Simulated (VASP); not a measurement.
# W (C2/m) in VASP: single point with PBE

Aim: the single point of W with PBE.

Program: VASP 6.6.1. These are calculated values, not measurements. Logs are shortened: lines on timing, memory, paths and dates and some standing lists are left out, and cuts for length are marked.

## Step 1: The cell of the first run

The structure is monoclinic, space group C2/m (No. 12). Conventional cell: a = 4.882 Å, b = 2.933 Å, c = 2.661 Å, α = 90.00°, β = 120.49°, γ = 90.00°. Within 3.5 Å of W (site symmetry 2/m) lie 12 W at 2.66 to 2.93 Å.

## Step 2: Single point, PBE

Contents of INCAR:

```
PREC = Accurate ; ENCUT = 520
EDIFF = 1E-6 ; ISMEAR = 0
SIGMA = 0.1 ; LREAL = False
LASPH = True ; NELM = 60
ALGO = Normal ; ISIF = 2
LWAVE = False ; LCHARG = True
GGA = PE ; LELF = True
LVHAR = True ; NBANDS = 13
```

Contents of KPOINTS:

```
Automatic mesh
0
Gamma
  12 12 15
```

Contents of POSCAR:

```
W
1.0
    2.9302588016     -0.0012980901     -0.1148037956
   -1.4662535798      2.5396256970      0.0000000000
    1.3764095948      0.7946704501      2.1346457339
W
1
Direct
    0.0000000000      0.0000000000      0.0000000000
```

Potentials or basis: VASP PAW PBE potentials, release 64 (W_sv).

The run is started by

```console
cat potpaw_PBE.64/W_sv/POTCAR > POTCAR
mpirun -np 1 vasp_std > vasp.out
```

OUTCAR:

```text
PREC = Accurate
   ENCUT = 520
   EDIFF = 1E-6
   ISMEAR = 0
   LREAL = False
   LASPH = True
   NELM = 60
   ISIF = 2
   GGA = PE

 ion  position               nearest neighbor table
   1  0.000  0.000  0.000-

  LATTYP: Found a base centered monoclinic cell.
 ALAT       =     4.8818590311
 B/A-ratio  =     0.6006947642
 C/A-ratio  =     0.5451483566
 COS(beta)  =    -0.5073134268

  Lattice vectors:

 A1 = (   1.5538492068,  -0.7959685402,  -2.2494495295)
 A2 = (   0.0875956270,   1.7436571568,  -2.2494495295)
 A3 = (   1.3764095948,   0.7946704501,   2.1346457339)

Analysis of symmetry for initial positions (statically):
=====================================================================
 Subroutine PRICEL returns:
 Original cell was already a primitive cell.

 Routine SETGRP: Setting up the symmetry group for a
 base centered monoclinic supercell.

 Subroutine GETGRP returns: Found  4 space group operations
 (whereof  4 operations were pure point group operations)
 out of a pool of  4 trial point group operations.

The static configuration has the point symmetry C_2h.

Analysis of symmetry for dynamics (positions and initial velocities):
=====================================================================
 Subroutine PRICEL returns:
 Original cell was already a primitive cell.

 Routine SETGRP: Setting up the symmetry group for a
 base centered monoclinic supercell.

 Subroutine GETGRP returns: Found  4 space group operations
 (whereof  4 operations were pure point group operations)
 out of a pool of  4 trial point group operations.

The dynamic configuration has the point symmetry C_2h.

 Subroutine INISYM returns: Found  4 space group operations
 (whereof  4 operations are pure point group operations),
 and found     1 'primitive' translations

----------------------------------------------------------------------------------------

                                     Primitive cell

  volume of cell :      16.4165

  direct lattice vectors                    reciprocal lattice vectors
     2.930258802 -0.001298090 -0.114803796     0.330228167  0.190657321 -0.283906105
    -1.466253580  2.539625697  0.000000000    -0.005388484  0.390647770 -0.141953053
     1.376409595  0.794670450  2.134645734     0.017760065  0.010253778  0.453192999

  length of vectors
     2.932507160  2.932507160  2.661337428     0.475398288  0.415674615  0.453656758

  position of ions in fractional coordinates (direct lattice)
     0.000000000  0.000000000  0.000000000

  ion indices of the primitive-cell ions
   primitive index   ion index
                 1           1

----------------------------------------------------------------------------------------

 KPOINTS: Automatic mesh

Automatic generation of k-mesh.
 Grid dimensions read from file:
 generate k-points for:   12   12   15

 Generating k-lattice:

  Cartesian coordinates                     Fractional coordinates (reciprocal lattice)
     0.027519014  0.015888110 -0.023658842     0.083333333  0.000000000 -0.000000000
    -0.000449040  0.032553981 -0.011829421     0.000000000  0.083333333  0.000000000
     0.001184004  0.000683585  0.030212867     0.000000000  0.000000000  0.066666667

  Length of vectors
     0.039616524  0.034639551  0.030243784

  Shift w.r.t. Gamma in fractional coordinates (k-lattice)
     0.000000000  0.000000000  0.000000000

 Subroutine IBZKPT returns following result:
 ===========================================

 Found    589 irreducible k-points:

 Following reciprocal coordinates:
            Coordinates               Weight
  0.000000  0.000000  0.000000      1.000000
  0.083333  0.000000 -0.000000      2.000000
  0.166667  0.000000  0.000000      2.000000
  0.250000  0.000000  0.000000      2.000000
  0.333333  0.000000  0.000000      2.000000
  0.416667  0.000000 -0.000000      2.000000
[... 16 lines left out ...]
  0.166667  0.250000  0.000000      4.000000
  0.250000  0.250000 -0.000000      4.000000
 [... further k-points ...]
   k-points           NKPTS =    589   k-points in BZ     NKDIM =    589   number of bands    NBANDS=     13
   number of dos      NEDOS =    301   number of ions     NIONS =      1
   total plane-waves  NPLWV =  11520
   dimension x,y,z NGX =    24 NGY =   24 NGZ =   20
   dimension x,y,z NGXF=    48 NGYF=   48 NGZF=   40
   ions per type =               1
   NGX,Y,Z   is equivalent  to a cutoff of  13.61, 13.61, 12.49 a.u.
   NGXF,Y,Z  is equivalent  to a cutoff of  27.21, 27.21, 24.99 a.u.
 SYSTEM =  unknown system
   PREC   = accura    normal or accurate (medium, high low for compatibility)
   ISTART =      0    job   : 0-new  1-cont  2-samecut
   ICHARG =      2    charge: 1-file 2-atom 10-const
   ISPIN  =      1    spin polarized calculation?
   LNONCOLLINEAR =      F non collinear calculations
   LSORBIT =      F    spin-orbit coupling
   LASPH  =      T    aspherical Exc in radial PAW
   ENCUT  =  520.0 eV  38.22 Ry    6.18 a.u.   5.45  5.45  4.95*2*pi/ulx,y,z
   NELM   =     60;   NELMIN=  2; NELMDL= -5     # of ELM steps
   EDIFF  = 0.1E-05   stopping-criterion for ELM
   LREAL  =      F    real-space projection
   EDIFFG = 0.1E-04   stopping-criterion for IOM
   NSW    =      0    number of steps for IOM
   IBRION =     -1    ionic relax: 0-MD 1-quasi-New 2-CG
   NFREE  =      0    steps in history (QN), initial steepest desc. (CG)
   ISIF   =      2    stress and relaxation
   ISYM   =      2    0-nonsym 1-usesym 2-fastsym
   POTIM  = 0.5000    time-step for ionic-motion
   TEBEG  =    0.0;   TEEND  =   0.0 temperature during run
   PSTRESS=    0.0 pullay stress
   NELECT =      14.0000    total number of electrons
   NUPDOWN=      -1.0000    fix difference up-down
   EMIN   =  10.00;   EMAX   =-10.00  energy-range for DOS
   EFERMI =   0.00;   METHOD = LEGACY
   ISMEAR =     0;   SIGMA  =   0.10  broadening in eV -4-tet -1-fermi 0-gaus
   EFERMI_NEDOS =   21; number of points for ismear=-14 and -15
   IALGO  =     38    algorithm
   IMIX   =      4    mixing-type and parameters
     AMIX     =   0.40;   BMIX     =  1.00
     AMIX_MAG =   1.60;   BMIX_MAG =  1.00
  volume/ion in A,a.u.               =      16.42       110.78
  Fermi-wavevector in a.u.,A,eV,Ry     =   1.552472  2.933746 32.792334  2.410169
  Thomas-Fermi vector in A             =   2.656842
   LORBIT       =      0    0 simple, 1 ext, 2 COOP (PROOUT), +10 PAW based schemes
   GGA     = PE    functional components
   LHFCALC =     F    Hartree Fock is set to
   AEXX    =    0.0000 exact exchange contribution
   IVDW    =     0    specifies the selected vdW correction
   LEPSILON=     F    determine dielectric tensor
   LRPA    =     F    only Hartree local field effects (RPA)
 non-spin polarized calculation
 Gauss-broadening in eV      SIGMA  =   0.10
  energy-cutoff  :      520.00
  volume of cell :       16.42
 maximum number of plane-waves:       460
 NGX is ok and might be reduce to    24
   NGX = 11   NGY = 11   NGZ =  9

 number of electron      14.0000001 magnetization

 Free energy of the ion-electron system (eV)
  ---------------------------------------------------
  ext. energy  EPLUGINS =         0.00000000
  ---------------------------------------------------
  free energy    TOTEN  =       -12.53184822 eV

  energy without entropy =      -12.52770564  energy(sigma->0) =      -12.52977693

 E-fermi :  10.6564     XC(G=0): -13.4247

 val. band max:       10.6528672613   @ k =   0.3333   0.5000   0.4667
 cond. band min:      10.6587154363   @ k =  -0.1667   0.1667   0.2667
 fundamental gap:      0.0058481750
 Fermi energy:        10.6563735207

 k-point     1 :       0.0000    0.0000    0.0000
  band No.  band energies     occupation
      1     -63.2041      2.00000
      2     -26.9331      2.00000
      3     -26.8866      2.00000
      4     -26.6256      2.00000
      5       1.5089      2.00000
      6       9.0452      2.00000
      7       9.3409      2.00000
      8      11.3066      0.00000
      9      12.5189      0.00000
     10      13.8126      0.00000
     11      23.2490      0.00000
     12      27.2901      0.00000
     13      27.9790      0.00000

 k-point     2 :       0.0833    0.0000   -0.0000
  band No.  band energies     occupation
      1     -63.1960      2.00000
      2     -26.9601      2.00000
      3     -26.9596      2.00000
      4     -26.6474      2.00000
      5       1.8801      2.00000
      6       8.7962      2.00000
      7       9.6075      2.00000
      8      11.4609      0.00000
      9      12.0254      0.00000
     10      13.9184      0.00000
     11      23.9921      0.00000
     12      27.2721      0.00000
     13      28.1359      0.00000

 k-point     3 :       0.1667    0.0000    0.0000
  band No.  band energies     occupation
      1     -63.1738      2.00000
      2     -27.1581      2.00000
      3     -27.0333      2.00000
      4     -26.7027      2.00000
      5       2.9054      2.00000
      6       8.1518      2.00000
      7      10.3925      1.99981
      8      10.7935      0.05243
      9      12.1242      0.00000
     10      14.2183      0.00000
     11      25.9552      0.00000
     12      27.5086      0.00000
     13      28.3234      0.00000
[... 305 lines left out ...]
 k-point    23 :       0.1667    0.2500    0.0000
  band No.  band energies     occupation
      1     -63.1198      2.00000
      2     -27.7480      2.00000
      3     -27.1421      2.00000
      4     -26.7804      2.00000
      5       5.3371      2.00000
      6       8.0476      2.00000
      7       8.6455      2.00000
      8      12.2651      0.00000
      9      14.5689      0.00000
     10      15.6324      0.00000
     11      22.0128      0.00000
     12      25.4808      0.00000
     13      30.1377      0.00000

 k-point    24 :       0.2500    0.2500   -0.0000
  band No.  band energies     occupation
      1     -63.1005      2.00000
      2     -27.7914      2.00000
      3     -27.3226      2.00000
      4     -26.8247      2.00000
      5       5.9237      2.00000
      6       7.3692      2.00000
      7       9.1077      2.00000
      8      13.0078      0.00000
      9      15.7913      0.00000
     10      16.8140      0.00000
     11      19.9048      0.00000
     12      25.2675      0.00000
     13      28.8037      0.00000

 [... further k-points ...]

------------------------ aborting loop because EDIFF is reached ----------------------------------------

  FORCE on cell =-STRESS in cart. coord.  units (eV):
  Direction    XX          YY          ZZ          XY          YZ          ZX
  --------------------------------------------------------------------------------------
  -------------------------------------------------------------------------------------
  Total        0.4244330      0.1470339      0.0651047      0.2402347     -0.0072585     -0.0125722
  in kB       41.4226956     14.3498225      6.3539205     23.4457958     -0.7084000     -1.2269864
  external PRESSURE =      20.7088129 kB  Pullay stress =       0.0000000 kB

 VOLUME and BASIS-vectors are now :
 -----------------------------------------------------------------------------
  energy-cutoff  :      520.00
  volume of cell :       16.42
      direct lattice vectors                 reciprocal lattice vectors
     2.930258802 -0.001298090 -0.114803796     0.330228167  0.190657321 -0.283906105
    -1.466253580  2.539625697  0.000000000    -0.005388484  0.390647770 -0.141953053
     1.376409595  0.794670450  2.134645734     0.017760065  0.010253778  0.453192999

 POSITION                                       TOTAL-FORCE (eV/Angst)
 -----------------------------------------------------------------------------------
      0.00000      0.00000      0.00000        -0.000000      0.000000      0.000000
 -----------------------------------------------------------------------------------
    total drift:                                0.000000      0.000000      0.000000

  FREE ENERGIE OF THE ION-ELECTRON SYSTEM (eV)
  ---------------------------------------------------
  free  energy   TOTEN  =       -12.5318482250 eV

  energy  without entropy=      -12.5277056395  energy(sigma->0) =      -12.52977693
```

Wall time 2 min (1 thread of Intel Xeon 8259CL, shared host); peak memory 0.24 GiB.

What came out:

| Property | Result |
| --- | --- |
| Free energy | -12.5318 eV |
| Pressure | 2.1 GPa |
| Band gap on the k mesh | zero (band 7 reaches 13.78 eV, above the bottom of band 8 at 9.89 eV) |

Stress tensor (GPa, compression positive):
```
 4.14  2.34 -0.12
 2.34  1.43 -0.07
-0.12 -0.07  0.64
```

Levels at points of the mesh, in eV from the Fermi level:
```
           k point  band 5  band 6  band 7  band 8  band 9  band 10
(0.00, 0.00, 0.00)   -9.15   -1.61   -1.32    0.65    1.86     3.16
(0.50, 0.00, 0.00)   -5.71   -4.65    2.08    4.93    5.58     5.60
(0.00, 0.50, 0.00)   -5.88   -1.99   -0.01    0.56    4.35     5.04
```

Caveat: spin-orbit coupling is left out, which moves the levels of the heavy elements.
